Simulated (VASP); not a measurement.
# La3LuO2 (P6/mmm) in VASP: single point with PBE

Aim: the single point of La3LuO2 with PBE.

All numbers are computed with VASP 6.6.1; they aren't measurements. Logs are shortened: lines on timing, memory, paths and dates and some standing lists are left out, and cuts for length are marked.

## Step 1: The cell of the first run

It takes space group P6/mmm (No. 191, hexagonal). The conventional cell has a = 6.266 Å, b = 6.266 Å, c = 8.490 Å, α = 90.00°, β = 90.00°, γ = 120.00°. Within 4.8 Å of La (site symmetry -6m2) lie 6 La at 3.62 Å and 6 O at 4.24 Å. Within 2.9 Å of La (site symmetry 6/mmm) lie 2 O at 2.21 Å. Within 2.7 Å of Lu (site symmetry 6/mmm) lie 2 O at 2.04 Å. Within 2.7 Å of O (site symmetry 6mm) lie 1 Lu at 2.04 Å and 1 La at 2.21 Å.

The cell was generated, and may not be a known phase.

## Step 2: Single point, PBE

The input, INCAR:

```
SYSTEM = La3LuO2
PREC = Accurate ; ENCUT = 1340
EDIFF = 1E-6 ; ISMEAR = 0
SIGMA = 0.1 ; LREAL = .False.
LASPH = .True. ; NELM = 200
ALGO = Normal ; ISIF = 2
LWAVE = .False. ; LCHARG = .False.
GGA = PE ; NBANDS = 44
GGA_COMPAT = .False. ; LMAXMIX = 6
```

The input, KPOINTS:

```
regular mesh
0
Gamma
  3 3 2
  0 0 0
```

The input, POSCAR:

```
La3LuO2
1.0
    6.2659351395      0.0000000000      0.0000000000
   -3.1329675697      5.4264590092      0.0000000000
    0.0000000000      0.0000000000      8.4904617758
La Lu O
3 1 2
Direct
    0.3333333333      0.6666666667      0.5000000000
    0.6666666667      0.3333333333      0.5000000000
    1.0000000000      0.0000000000      0.5000000000
    0.0000000000      0.0000000000      0.0000000000
    0.0000000000      0.0000000000      0.2402912579
    0.0000000000      0.0000000000      0.7597087421
```

Potentials or basis: VASP PAW PBE potentials, release 64 (La, Lu, O_h).

Launch:

```
> cat potpaw_PBE.64/La/POTCAR potpaw_PBE.64/Lu/POTCAR potpaw_PBE.64/O_h/POTCAR > POTCAR
> mpirun -np 1 vasp_std > vasp.out
```

OUTCAR:

```text
SYSTEM = La3LuO2
   PREC = Accurate
   ENCUT = 1340
   EDIFF = 1E-6
   ISMEAR = 0
   LREAL = .False.
   LASPH = .True.
   NELM = 200
   ISIF = 2
   GGA = PE

 ion  position               nearest neighbor table
   1  0.333  0.667  0.500-   2 3.62   3 3.62   2 3.62   3 3.62   3 3.62   2 3.62
   2  0.667  0.333  0.500-   1 3.62   3 3.62   1 3.62   3 3.62   3 3.62   1 3.62
   3  0.000  0.000  0.500-   5 2.21   6 2.21   1 3.62   2 3.62   1 3.62   2 3.62   2 3.62   1 3.62

   4  0.000  0.000  0.000-   5 2.04   6 2.04
   5  0.000  0.000  0.240-   4 2.04   3 2.21
   6  0.000  0.000  0.760-   4 2.04   3 2.21

  LATTYP: Found a hexagonal cell.
 ALAT       =     6.2659351395
 C/A-ratio  =     1.3550190972

  Lattice vectors:

 A1 = (   6.2659351395,   0.0000000000,   0.0000000000)
 A2 = (  -3.1329675697,   5.4264590092,   0.0000000000)
 A3 = (   0.0000000000,   0.0000000000,   8.4904617758)

Analysis of symmetry for initial positions (statically):
=====================================================================
 Subroutine PRICEL returns:
 Original cell was already a primitive cell.

 Routine SETGRP: Setting up the symmetry group for a
 hexagonal supercell.

 Subroutine GETGRP returns: Found 24 space group operations
 (whereof 24 operations were pure point group operations)
 out of a pool of 24 trial point group operations.

The static configuration has the point symmetry D_6h.

Analysis of symmetry for dynamics (positions and initial velocities):
=====================================================================
 Subroutine PRICEL returns:
 Original cell was already a primitive cell.

 Routine SETGRP: Setting up the symmetry group for a
 hexagonal supercell.

 Subroutine GETGRP returns: Found 24 space group operations
 (whereof 24 operations were pure point group operations)
 out of a pool of 24 trial point group operations.

The dynamic configuration has the point symmetry D_6h.

 Subroutine INISYM returns: Found 24 space group operations
 (whereof 24 operations are pure point group operations),
 and found     1 'primitive' translations

----------------------------------------------------------------------------------------

[... 79 lines left out ...]
   ENCUT  = 1340.0 eV  98.49 Ry    9.92 a.u.  18.70 18.70 25.34*2*pi/ulx,y,z
   NELM   =    200;   NELMIN=  2; NELMDL= -5     # of ELM steps
   EDIFF  = 0.1E-05   stopping-criterion for ELM
   LREAL  =      F    real-space projection
   EDIFFG = 0.1E-04   stopping-criterion for IOM
   NSW    =      0    number of steps for IOM
   IBRION =     -1    ionic relax: 0-MD 1-quasi-New 2-CG
   NFREE  =      0    steps in history (QN), initial steepest desc. (CG)
   ISIF   =      2    stress and relaxation
   ISYM   =      2    0-nonsym 1-usesym 2-fastsym
   POTIM  = 0.5000    time-step for ionic-motion
   TEBEG  =    0.0;   TEEND  =   0.0 temperature during run
   PSTRESS=    0.0 pullay stress
   NELECT =      70.0000    total number of electrons
   NUPDOWN=      -1.0000    fix difference up-down
   EMIN   =  10.00;   EMAX   =-10.00  energy-range for DOS
   EFERMI =   0.00;   METHOD = LEGACY
   ISMEAR =     0;   SIGMA  =   0.10  broadening in eV -4-tet -1-fermi 0-gaus
   EFERMI_NEDOS =   21; number of points for ismear=-14 and -15
   IALGO  =     38    algorithm
   IMIX   =      4    mixing-type and parameters
     AMIX     =   0.40;   BMIX     =  1.00
     AMIX_MAG =   1.60;   BMIX_MAG =  1.00
  volume/ion in A,a.u.               =      48.12       324.70
  Fermi-wavevector in a.u.,A,eV,Ry     =   1.020852  1.929131 14.179169  1.042140
  Thomas-Fermi vector in A             =   2.154445
   LORBIT       =      0    0 simple, 1 ext, 2 COOP (PROOUT), +10 PAW based schemes
   GGA     = PE    functional components
   LHFCALC =     F    Hartree Fock is set to
   AEXX    =    0.0000 exact exchange contribution
   IVDW    =     0    specifies the selected vdW correction
   LEPSILON=     F    determine dielectric tensor
   LRPA    =     F    only Hartree local field effects (RPA)
 non-spin polarized calculation
 Gauss-broadening in eV      SIGMA  =   0.10
  energy-cutoff  :     1340.00
  volume of cell :      288.69
 maximum number of plane-waves:     32265
 NGX is ok and might be reduce to    80
   NGX = 37   NGY = 37   NGZ = 51

 number of electron      70.0000000 magnetization

 Free energy of the ion-electron system (eV)
  ---------------------------------------------------
  ext. energy  EPLUGINS =         0.00000000
  ---------------------------------------------------
  free energy    TOTEN  =       -32.95669836 eV

  energy without entropy =      -32.88475693  energy(sigma->0) =      -32.92072764

 E-fermi :   2.4119     XC(G=0):  -6.9063

 val. band max:        2.3341800360   @ k =   0.3333   0.0000   0.5000
 cond. band min:       2.4215229138   @ k =   0.3333   0.0000   0.0000
 fundamental gap:      0.0873428778
 Fermi energy:         2.4119330019

 k-point     1 :       0.0000    0.0000    0.0000
  band No.  band energies     occupation
      1     -54.4300      2.00000
      2     -31.2474      2.00000
      3     -31.1029      2.00000
      4     -29.4574      2.00000
      5     -25.3512      2.00000
      6     -25.3512      2.00000
[... 271 lines left out ...]
     43       3.4148      0.00000
     44       3.4934      0.00000

------------------------ aborting loop because EDIFF is reached ----------------------------------------

  FORCE on cell =-STRESS in cart. coord.  units (eV):
  Direction    XX          YY          ZZ          XY          YZ          ZX
  --------------------------------------------------------------------------------------
  -------------------------------------------------------------------------------------
  Total        0.3114642      0.3114642      0.4878841      0.0000000      0.0000000     -0.0000000
  in kB        1.7285619      1.7285619      2.7076562      0.0000000      0.0000000     -0.0000000
  external PRESSURE =       2.0549266 kB  Pullay stress =       0.0000000 kB

 VOLUME and BASIS-vectors are now :
 -----------------------------------------------------------------------------
  energy-cutoff  :     1340.00
  volume of cell :      288.69
      direct lattice vectors                 reciprocal lattice vectors
     6.265935139  0.000000000  0.000000000     0.159593098  0.092141118  0.000000000
    -3.132967570  5.426459009  0.000000000     0.000000000  0.184282236  0.000000000
     0.000000000  0.000000000  8.490461776     0.000000000  0.000000000  0.117779224

 POSITION                                       TOTAL-FORCE (eV/Angst)
 -----------------------------------------------------------------------------------
     -0.00000      3.61764      4.24523         0.000000     -0.000000      0.000000
      3.13297      1.80882      4.24523        -0.000000      0.000000      0.000000
      0.00000      0.00000      4.24523         0.000000      0.000000      0.000000
      0.00000      0.00000      0.00000         0.000000      0.000000      0.000000
      0.00000      0.00000      2.04018         0.000000      0.000000      0.173580
      0.00000      0.00000      6.45028        -0.000000     -0.000000     -0.173580
 -----------------------------------------------------------------------------------
    total drift:                                0.000000     -0.000000     -0.000000

  FREE ENERGIE OF THE ION-ELECTRON SYSTEM (eV)
  ---------------------------------------------------
  free  energy   TOTEN  =       -32.9566983603 eV

  energy  without entropy=      -32.8847569255  energy(sigma->0) =      -32.92072764
```

OSZICAR:

```text
N       E                     dE             d eps       ncg     rms          rms(c)
DAV:   1     0.109757338734E+04    0.10976E+04   -0.42657E+04   568   0.518E+03
DAV:   2     0.380594570096E+03   -0.71698E+03   -0.67442E+03   720   0.688E+02
DAV:   3     0.789983591710E+02   -0.30160E+03   -0.29751E+03   744   0.383E+02
[... 13 lines left out ...]
DAV:  17    -0.329566870712E+02   -0.25032E-04   -0.17714E-04   944   0.101E-01    0.763E-03
DAV:  18    -0.329566942444E+02   -0.71732E-05   -0.63818E-05   984   0.541E-02    0.639E-03
DAV:  19    -0.329566964410E+02   -0.21966E-05   -0.21696E-05   776   0.358E-02    0.427E-03
DAV:  20    -0.329566978295E+02   -0.13884E-05   -0.18191E-05   640   0.206E-02    0.190E-03
DAV:  21    -0.329566983603E+02   -0.53086E-06   -0.41179E-06   632   0.100E-02
   1 F= -.32956698E+02 E0= -.32920728E+02  d E =-.719414E-01
```

stdout:

```text
POSCAR found type information on POSCAR LaLuO
 POSCAR found :  3 types and       6 ions
 scaLAPACK will be used
 LDA part: xc-table for (Slater+PW92), standard interpolation
 POSCAR, INCAR and KPOINTS ok, starting setup
 FFT: planning ... GRIDC
 FFT: planning ... GRID_SOFT
 FFT: planning ... GRID
 WAVECAR not read
 entering main loop
```

It took 12 min on 1 thread of Intel Xeon 6975P-C (Granite Rapids), shared host; peak memory 1.4 GiB.

What came out:

| Item | Value |
| --- | --- |
| Free energy | -32.9567 eV |
| Pressure | 0.2 GPa |
| Largest force | 0.174 eV/Å |
| Band gap on the k mesh | zero (bands 35 and 36 overlap by 0.08 eV) |

Forces on the atoms (eV/Å):
```
La   0.000  0.000  0.000
La   0.000  0.000  0.000
La   0.000  0.000  0.000
Lu   0.000  0.000  0.000
O    0.000  0.000  0.174
O    0.000  0.000 -0.174
```

Caveat: the k points lie up to 0.39 Å⁻¹ apart; spin-orbit coupling is left out, which moves the levels of the heavy elements.

The gap in the log of VASP goes by the Fermi energy; the results here count the filled bands.